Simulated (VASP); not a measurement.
# CdS (Hawleyite) (F-43m) in VASP: a series of runs

CdS (Hawleyite) is run at these levels: PBEsol, r2SCAN, BLYP+D4; tasks: single point.

All numbers are computed with VASP 6.6.1; they aren't measurements. Logs are shortened: lines on timing, memory, paths and dates and some standing lists are left out, and cuts for length are marked.

## 1. The cell of the first run

Symmetry: F-43m, No. 216, cubic system. Conventional cell: a = 5.833 Å, b = 5.833 Å, c = 5.833 Å, α = 90.00°, β = 90.00°, γ = 90.00°. Cd (site symmetry -43m) has 4 S at 2.53 Å within 3.3 Å. Within 3.3 Å of S (site symmetry -43m) lie 4 Cd at 2.53 Å.

## 2. Single point, PBEsol

INCAR

```
ALGO     = Normal         # electronic algorithm
EDIFF    = 1E-6           # SCF threshold, eV
ENCUT    = 500            # plane-wave cutoff, eV
GGA      = PS             # functional
GGA_COMPAT= F            
ISIF     = 2              # what is computed and relaxed
ISMEAR   = -1             # smearing method
LASPH    = T              # aspherical terms in the spheres
LCHARG   = T              # write CHGCAR
LELF     = T              # ELF
LREAL    = F              # projectors in reciprocal space
LVHAR    = T            
LWAVE    = F              # write WAVECAR
NBANDS   = 16             # bands
NELM     = 120            # most SCF steps
PREC     = Accurate       # precision mode
SIGMA    = 0.05           # smearing width, eV
```

KPOINTS

```
k-points
0
Gamma
  6 6 6
```

POSCAR

```
CdS
1.0
    0.0000000000      2.9165000000      2.9165000000
    2.9165000000      0.0000000000      2.9165000000
    2.9165000000      2.9165000000      0.0000000000
Cd S
1 1
Direct
    0.0000000000      0.0000000000      0.0000000000
    0.7500000000      0.7500000000      0.7500000000
```

Potentials or basis: VASP PAW PBE potentials, release 64 (Cd, S).

On the command line:

```
$ cat potpaw_PBE.64/Cd/POTCAR potpaw_PBE.64/S/POTCAR > POTCAR
$ mpirun -np 1 vasp_std > vasp.out
```

OUTCAR:

```text
EDIFF = 1E-6
   ENCUT = 500
   GGA = PS
   ISIF = 2
   ISMEAR = -1
   LASPH = T
   LREAL = F
   NELM = 120
   PREC = Accurate

 ion  position               nearest neighbor table
   1  0.000  0.000  0.000-   2 2.53   2 2.53   2 2.53   2 2.53
   2  0.750  0.750  0.750-   1 2.53   1 2.53   1 2.53   1 2.53

  LATTYP: Found a face centered cubic cell.
 ALAT       =     5.8330000000

  Lattice vectors:

 A1 = (   0.0000000000,   2.9165000000,   2.9165000000)
 A2 = (   2.9165000000,   0.0000000000,   2.9165000000)
 A3 = (   2.9165000000,   2.9165000000,   0.0000000000)

Analysis of symmetry for initial positions (statically):
=====================================================================
 Subroutine PRICEL returns:
 Original cell was already a primitive cell.

 Routine SETGRP: Setting up the symmetry group for a
 face centered cubic supercell.

 Subroutine GETGRP returns: Found 24 space group operations
 (whereof 24 operations were pure point group operations)
 out of a pool of 48 trial point group operations.

The static configuration has the point symmetry T_d .

Analysis of symmetry for dynamics (positions and initial velocities):
=====================================================================
 Subroutine PRICEL returns:
 Original cell was already a primitive cell.

 Routine SETGRP: Setting up the symmetry group for a
 face centered cubic supercell.

 Subroutine GETGRP returns: Found 24 space group operations
 (whereof 24 operations were pure point group operations)
 out of a pool of 48 trial point group operations.

The dynamic configuration has the point symmetry T_d .

 Subroutine INISYM returns: Found 24 space group operations
 (whereof 24 operations are pure point group operations),
 and found     1 'primitive' translations

----------------------------------------------------------------------------------------

                                     Primitive cell

  volume of cell :      49.6153

  direct lattice vectors                    reciprocal lattice vectors
     0.000000000  2.916500000  2.916500000    -0.171438368  0.171438368  0.171438368
     2.916500000  0.000000000  2.916500000     0.171438368 -0.171438368  0.171438368
     2.916500000  2.916500000  0.000000000     0.171438368  0.171438368 -0.171438368

  length of vectors
     4.124553855  4.124553855  4.124553855     0.296939964  0.296939964  0.296939964

  position of ions in fractional coordinates (direct lattice)
     0.000000000  0.000000000  0.000000000
     0.750000000  0.750000000  0.750000000

  ion indices of the primitive-cell ions
   primitive index   ion index
                 1           1
                 2           2

----------------------------------------------------------------------------------------

 KPOINTS: k-points

Automatic generation of k-mesh.
 Grid dimensions read from file:
 generate k-points for:    6    6    6

 Generating k-lattice:

  Cartesian coordinates                     Fractional coordinates (reciprocal lattice)
    -0.028573061  0.028573061  0.028573061     0.166666667  0.000000000  0.000000000
     0.028573061 -0.028573061  0.028573061     0.000000000  0.166666667  0.000000000
     0.028573061  0.028573061 -0.028573061     0.000000000  0.000000000  0.166666667

  Length of vectors
     0.049489994  0.049489994  0.049489994

  Shift w.r.t. Gamma in fractional coordinates (k-lattice)
     0.000000000  0.000000000  0.000000000

 Subroutine IBZKPT returns following result:
 ===========================================

 Found     16 irreducible k-points:

 Following reciprocal coordinates:
            Coordinates               Weight
  0.000000  0.000000  0.000000      1.000000
  0.166667  0.000000  0.000000      8.000000
  0.333333  0.000000  0.000000      8.000000
  0.500000  0.000000  0.000000      4.000000
  0.166667  0.166667  0.000000      6.000000
  0.333333  0.166667  0.000000     24.000000
[... 8 lines left out ...]
 -0.333333  0.333333  0.166667     24.000000
 -0.333333  0.500000  0.166667     12.000000
   k-points           NKPTS =     16   k-points in BZ     NKDIM =     16   number of bands    NBANDS=     16
   number of dos      NEDOS =    301   number of ions     NIONS =      2
   total plane-waves  NPLWV =  27000
   dimension x,y,z NGX =    30 NGY =   30 NGZ =   30
   dimension x,y,z NGXF=    60 NGYF=   60 NGZF=   60
   ions per type =               1   1
   NGX,Y,Z   is equivalent  to a cutoff of  12.09, 12.09, 12.09 a.u.
   NGXF,Y,Z  is equivalent  to a cutoff of  24.18, 24.18, 24.18 a.u.
 SYSTEM =  unknown system
   PREC   = accura    normal or accurate (medium, high low for compatibility)
   ISTART =      0    job   : 0-new  1-cont  2-samecut
   ICHARG =      2    charge: 1-file 2-atom 10-const
   ISPIN  =      1    spin polarized calculation?
   LNONCOLLINEAR =      F non collinear calculations
   LSORBIT =      F    spin-orbit coupling
   LASPH  =      T    aspherical Exc in radial PAW
   ENCUT  =  500.0 eV  36.75 Ry    6.06 a.u.   7.52  7.52  7.52*2*pi/ulx,y,z
   NELM   =    120;   NELMIN=  2; NELMDL= -5     # of ELM steps
   EDIFF  = 0.1E-05   stopping-criterion for ELM
   LREAL  =      F    real-space projection
   EDIFFG = 0.1E-04   stopping-criterion for IOM
   NSW    =      0    number of steps for IOM
   IBRION =     -1    ionic relax: 0-MD 1-quasi-New 2-CG
   NFREE  =      0    steps in history (QN), initial steepest desc. (CG)
   ISIF   =      2    stress and relaxation
   ISYM   =      2    0-nonsym 1-usesym 2-fastsym
   POTIM  = 0.5000    time-step for ionic-motion
   TEBEG  =    0.0;   TEEND  =   0.0 temperature during run
   PSTRESS=    0.0 pullay stress
   NELECT =      18.0000    total number of electrons
   NUPDOWN=      -1.0000    fix difference up-down
   EMIN   =  10.00;   EMAX   =-10.00  energy-range for DOS
   EFERMI =   0.00;   METHOD = LEGACY
   ISMEAR =    -1;   SIGMA  =   0.05  broadening in eV -4-tet -1-fermi 0-gaus
   EFERMI_NEDOS =   21; number of points for ismear=-14 and -15
   IALGO  =     38    algorithm
   IMIX   =      4    mixing-type and parameters
     AMIX     =   0.40;   BMIX     =  1.00
     AMIX_MAG =   1.60;   BMIX_MAG =  1.00
  volume/ion in A,a.u.               =      24.81       167.41
  Fermi-wavevector in a.u.,A,eV,Ry     =   1.167599  2.206442 18.548649  1.363287
  Thomas-Fermi vector in A             =   2.304097
   LORBIT       =      0    0 simple, 1 ext, 2 COOP (PROOUT), +10 PAW based schemes
   GGA     = PS    functional components
   LHFCALC =     F    Hartree Fock is set to
   AEXX    =    0.0000 exact exchange contribution
   IVDW    =     0    specifies the selected vdW correction
   LEPSILON=     F    determine dielectric tensor
   LRPA    =     F    only Hartree local field effects (RPA)
 non-spin polarized calculation
  energy-cutoff  :      500.00
  volume of cell :       49.62
 maximum number of plane-waves:      1278
   NGX = 15   NGY = 15   NGZ = 15

 number of electron      18.0000003 magnetization

 Free energy of the ion-electron system (eV)
  ---------------------------------------------------
  ext. energy  EPLUGINS =         0.00000000
  ---------------------------------------------------
  free energy    TOTEN  =        -6.81088245 eV

  energy without entropy =       -6.81088165  energy(sigma->0) =       -6.81088205

 E-fermi :   1.7476     XC(G=0):  -9.3772

 val. band max:        1.2147779972   @ k =   0.0000   0.0000   0.0000
 cond. band min:       2.2213592631   @ k =   0.0000   0.0000   0.0000
 fundamental gap:      1.0065812659
 Fermi energy:         1.7475950930

 k-point     1 :       0.0000    0.0000    0.0000
  band No.  band energies     occupation
      1     -11.1697      2.00000
      2      -6.5169      2.00000
      3      -6.5169      2.00000
      4      -6.5169      2.00000
      5      -6.0289      2.00000
      6      -6.0289      2.00000
[... 8 lines left out ...]
     15      12.6591      0.00000
     16      12.6591      0.00000

 k-point     2 :       0.1667    0.0000    0.0000
  band No.  band energies     occupation
      1     -11.0605      2.00000
      2      -6.4786      2.00000
      3      -6.4786      2.00000
      4      -6.4193      2.00000
      5      -6.0299      2.00000
      6      -6.0299      2.00000
[... 8 lines left out ...]
     15      11.8281      0.00000
     16      12.8403      0.00000

 k-point     3 :       0.3333    0.0000    0.0000
  band No.  band energies     occupation
      1     -10.8405      2.00000
      2      -6.4164      2.00000
      3      -6.4164      2.00000
      4      -6.0478      2.00000
      5      -6.0123      2.00000
      6      -6.0123      2.00000
[... 8 lines left out ...]
     15      12.2483      0.00000
     16      12.2483      0.00000

 k-point     4 :       0.5000    0.0000    0.0000
  band No.  band energies     occupation
      1     -10.7311      2.00000
      2      -6.3950      2.00000
      3      -6.3950      2.00000
      4      -5.9909      2.00000
      5      -5.9909      2.00000
      6      -5.6478      2.00000
[... 8 lines left out ...]
     15      13.7187      0.00000
     16      13.7187      0.00000
[... 172 lines left out ...]
 k-point    14 :       0.5000    0.3333    0.1667
  band No.  band energies     occupation
      1     -10.7004      2.00000
      2      -6.3260      2.00000
      3      -6.3182      2.00000
      4      -6.1302      2.00000
      5      -5.9891      2.00000
      6      -5.7411      2.00000
[... 8 lines left out ...]
     15      14.1428      0.00000
     16      14.3982      0.00000

 k-point    15 :      -0.3333    0.3333    0.1667
  band No.  band energies     occupation
      1     -10.6310      2.00000
      2      -6.3228      2.00000
      3      -6.2782      2.00000
      4      -6.0721      2.00000
      5      -6.0110      2.00000
      6      -5.4683      2.00000
[... 8 lines left out ...]
     15      13.5845      0.00000
     16      14.5054      0.00000

 k-point    16 :      -0.3333    0.5000    0.1667
  band No.  band energies     occupation
      1     -10.5971      2.00000
      2      -6.2884      2.00000
      3      -6.2406      2.00000
      4      -6.1096      2.00000
      5      -5.9867      2.00000
      6      -5.4374      2.00000
[... 8 lines left out ...]
     15      14.3925      0.00000
     16      14.4183      0.00000

------------------------ aborting loop because EDIFF is reached ----------------------------------------

  FORCE on cell =-STRESS in cart. coord.  units (eV):
  Direction    XX          YY          ZZ          XY          YZ          ZX
  --------------------------------------------------------------------------------------
  -------------------------------------------------------------------------------------
  Total        0.0359112      0.0359112      0.0359112      0.0000000      0.0000000      0.0000000
  in kB        1.1596446      1.1596446      1.1596446      0.0000000      0.0000000      0.0000000
  external PRESSURE =       1.1596446 kB  Pullay stress =       0.0000000 kB

 VOLUME and BASIS-vectors are now :
 -----------------------------------------------------------------------------
  energy-cutoff  :      500.00
  volume of cell :       49.62
      direct lattice vectors                 reciprocal lattice vectors
     0.000000000  2.916500000  2.916500000    -0.171438368  0.171438368  0.171438368
     2.916500000  0.000000000  2.916500000     0.171438368 -0.171438368  0.171438368
     2.916500000  2.916500000  0.000000000     0.171438368  0.171438368 -0.171438368

 POSITION                                       TOTAL-FORCE (eV/Angst)
 -----------------------------------------------------------------------------------
      0.00000      0.00000      0.00000         0.000000      0.000000      0.000000
      4.37475      4.37475      4.37475        -0.000000     -0.000000      0.000000
 -----------------------------------------------------------------------------------
    total drift:                               -0.000000     -0.000000     -0.000000

  FREE ENERGIE OF THE ION-ELECTRON SYSTEM (eV)
  ---------------------------------------------------
  free  energy   TOTEN  =        -6.8108824506 eV

  energy  without entropy=       -6.8108816524  energy(sigma->0) =       -6.81088205
```

It took 8 s on 1 thread of Intel Xeon 6975P-C (Granite Rapids), shared host; peak memory 0.16 GiB.

Results:

- Free energy: -6.8109 eV
- Pressure: 0.1 GPa
- Band gap on the k mesh: 1.01 eV, direct

Caveat: the PAW data sets were made with another functional, which shifts forces and pressure a little. As with any semilocal functional, this PBEsol gap is likely too small.

## 3. Single point, r2SCAN

This run uses another cell than the first one, of 23.32 Å³/atom, 0.940 times its volume.

POSCAR

```
CdS
1.0
    0.0000000000      2.8569628861      2.8569628861
    2.8569628861      0.0000000000      2.8569628861
    2.8569628861      2.8569628861      0.0000000000
Cd S
1 1
Direct
    0.0000000000      0.0000000000      0.0000000000
    0.7500000000      0.7500000000      0.7500000000
```

INCAR.step1

```
SYSTEM = CdS
  PREC = Accurate
  ENCUT = 600
  ISMEAR = -1
  SIGMA = 0.05
  LREAL = .FALSE.
  LASPH = .TRUE.
  NELM = 120
  NBANDS = 20
  GGA = PE
  ALGO = Normal
  EDIFF = 1E-5
  LWAVE = .TRUE.
  LCHARG = .FALSE.
  GGA_COMPAT = .FALSE.
```

INCAR.step2

```
SYSTEM = CdS
  PREC = Accurate
  ENCUT = 600
  EDIFF = 1E-6
  ISMEAR = -1
  SIGMA = 0.05
  LREAL = .FALSE.
  LASPH = .TRUE.
  NELM = 120
  ALGO = Normal
  ISIF = 2
  LWAVE = .FALSE.
  LCHARG = .TRUE.
  METAGGA = R2SCAN
  LMIXTAU = .TRUE.
  LELF = .TRUE.
  LVHAR = .TRUE.
  NBANDS = 20
  ISTART = 1
  GGA_COMPAT = .FALSE.
```

KPOINTS

```
regular mesh
0
G
  8 8 8
  0 0 0
```

Potentials or basis: VASP PAW PBE potentials, release 64 (Cd_sv_GW, S).

On the command line:

```
$ cat potpaw_PBE.64/Cd_sv_GW/POTCAR potpaw_PBE.64/S/POTCAR > POTCAR
$ cp INCAR.step1 INCAR
$ mpirun -np 1 vasp_std > vasp.out
$ cp INCAR.step2 INCAR
$ mpirun -np 1 vasp_std > vasp.out
```

Run time: 50 s. Hardware: 1 thread of Intel Xeon 6975P-C (Granite Rapids), shared host; peak memory 0.21 GiB.

It converged, with:

- Free energy: -29.6751 eV
- Pressure: 5.7 GPa
- Band gap on the k mesh: 1.73 eV, direct

Levels at points of the mesh, in eV from the valence-band top:
| k point | band 10 | band 11 | band 12 | band 13 | band 14 | band 15 | band 16 | band 17 |
| --- | --- | --- | --- | --- | --- | --- | --- | --- |
| (0.00, 0.00, 0.00) | -7.64 | 0.00 | 0.00 | 0.00 | 1.73 | 7.06 | 7.06 | 7.06 |
| (0.50, 0.00, 0.00) | -7.20 | -4.86 | -0.86 | -0.86 | 3.57 | 7.49 | 7.49 | 8.07 |
| (0.50, 0.50, 0.00) | -7.12 | -4.26 | -2.15 | -2.15 | 3.75 | 4.83 | 10.07 | 11.96 |

Caveat: the PAW data sets were made with another functional, which shifts forces and pressure a little.

## 4. Single point, BLYP+D4

This run uses another cell than the first one, of 24.31 Å³/atom, 0.980 times its volume.

INCAR

```
PREC = Accurate ; ENCUT = 540
EDIFF = 1E-6 ; ISMEAR = -1
SIGMA = 0.05 ; LREAL = F
LASPH = T ; NELM = 120
ALGO = Normal ; ISIF = 2
LWAVE = F ; LCHARG = F
GGA = B5 ; ALDAX = 1.0
AGGAX = 1.0 ; AGGAC = 1.0
ALDAC = 0.0 ; IVDW = 13
VDW_S6 = 1.0 ; VDW_S8 = 2.34076671
VDW_A1 = 0.44488865 ; VDW_A2 = 4.0933009
NBANDS = 20 ; GGA_COMPAT = F
```

KPOINTS

```
regular mesh
0
Gamma
  8 8 8
```

POSCAR

```
CdS
1.0
    0.0000000000      2.8969255847      2.8969255847
    2.8969255847      0.0000000000      2.8969255847
    2.8969255847      2.8969255847      0.0000000000
Cd S
1 1
Direct
    0.0000000000      0.0000000000      0.0000000000
    0.7500000000      0.7500000000      0.7500000000
```

On the command line:

```
$ cat potpaw_PBE.64/Cd_sv_GW/POTCAR potpaw_PBE.64/S/POTCAR > POTCAR
$ mpirun -np 1 vasp_std > vasp.out
```

Wall time 27 s (1 thread of AMD EPYC 9R45 (Zen 5), shared host); peak memory 0.17 GiB.

The run converged. Its results:

* Free energy: -6.3532 eV
* Pressure: 2.1 GPa
* Band gap on the k mesh: 1.17 eV, direct
* Dispersion energy per atom: -0.602 eV

Levels at points of the mesh, in eV from the valence-band top:
| k point | band 10 | band 11 | band 12 | band 13 | band 14 | band 15 | band 16 | band 17 |
| --- | --- | --- | --- | --- | --- | --- | --- | --- |
| (0.00, 0.00, 0.00) | -7.37 | 0.00 | 0.00 | 0.00 | 1.17 | 6.57 | 6.57 | 6.57 |
| (0.50, 0.00, 0.00) | -6.97 | -4.48 | -0.77 | -0.77 | 3.03 | 7.06 | 7.06 | 7.59 |
| (0.50, 0.50, 0.00) | -6.90 | -4.03 | -1.92 | -1.92 | 3.63 | 4.39 | 9.32 | 10.87 |

Caveat: the PAW data sets were made with another functional, which shifts forces and pressure a little. BLYP gaps usually lie below the measured ones, often by a third to a half.

## 5. Overview

| level | potentials or basis | cell | k mesh | cutoff (eV) | second run | gap on the mesh (eV) | pressure (GPa) |
| --- | --- | --- | --- | --- | --- | --- | --- |
| PBEsol | VASP PAW PBE potentials, release 64 (Cd, S) | a = 4.125 Å, angles 60.0°, 2 atoms | 6 × 6 × 6 | 500 | - | 1.01 | 0.1 |
| r2SCAN | VASP PAW PBE potentials, release 64 (Cd_sv_GW, S) | a = 4.040 Å, angles 60.0°, 2 atoms | 8 × 8 × 8 | 600 | valence_matched | 1.73 | 5.7 |
| BLYP+D4 | VASP PAW PBE potentials, release 64 (Cd_sv_GW, S) | a = 4.097 Å, angles 60.0°, 2 atoms | 8 × 8 × 8 | 540 | valence_matched | 1.17 | 2.1 |

Alike in all rows: task single point; no spin polarisation; smearing fermi-dirac 0.05 eV.

Caveats: the PAW data sets were made with another functional, which shifts forces and pressure a little.

Total energies depend on the potentials used, so only differences within one code and one set of settings carry meaning.
